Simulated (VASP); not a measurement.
Wanted: the native input for a VASP 6.6.1 run.

```yaml
Task: electric field gradients
Functional: PBEsol
Potentials_or_basis: VASP PAW PBE potentials, release 64 (Ag)
Cutoff: 520 eV
k_mesh: 15 × 15 × 15
Occupations: fermi-dirac, width 0.03 eV
Spin: no spin polarisation
Dipole_correction: no
Further_INCAR_settings: ALGO = Normal; EDIFF = 1e-08; NBANDS = 12
```

The structure of Ag lies in POSCAR:

```
Ag
1.0
    0.0000000000      2.0566308579      2.0566308579
    2.0566308579      0.0000000000      2.0566308579
    2.0566308579      2.0566308579      0.0000000000
Ag
1
Direct
    0.0000000000      0.0000000000      0.0000000000
```

This cell differs from its parent crystal: volume scaled by 1.02.

One way to write it, as run:

INCAR

```
SYSTEM = Ag
PREC = Accurate ; ENCUT = 520
EDIFF = 1E-8 ; ISMEAR = -1
SIGMA = 0.03 ; LREAL = .FALSE.
LASPH = .TRUE. ; NELM = 60
ALGO = Normal ; ISIF = 2
LWAVE = .FALSE. ; LCHARG = .FALSE.
GGA = PS ; LEFG = .TRUE.
NBANDS = 12
```

KPOINTS

```
Automatic mesh
0
G
  15 15 15
  0 0 0
```

Potentials or basis: VASP PAW PBE potentials, release 64 (Ag).

Run with:

```sh
$ cat potpaw_PBE.64/Ag/POTCAR > POTCAR
$ mpirun -np 1 vasp_std > vasp.out
```

It gave:

```yaml
Pressure: -4.8 GPa
```

Caveat: without QUAD_EFG the Cq values of the log hold for a quadrupole moment of 1 mb, not for the nuclei; the PAW data sets were made with another functional, which shifts forces and pressure a little.

Run time: 21 s on 1 thread of Intel Xeon 6975P-C, with other jobs on the host, peak memory 0.15 GiB.
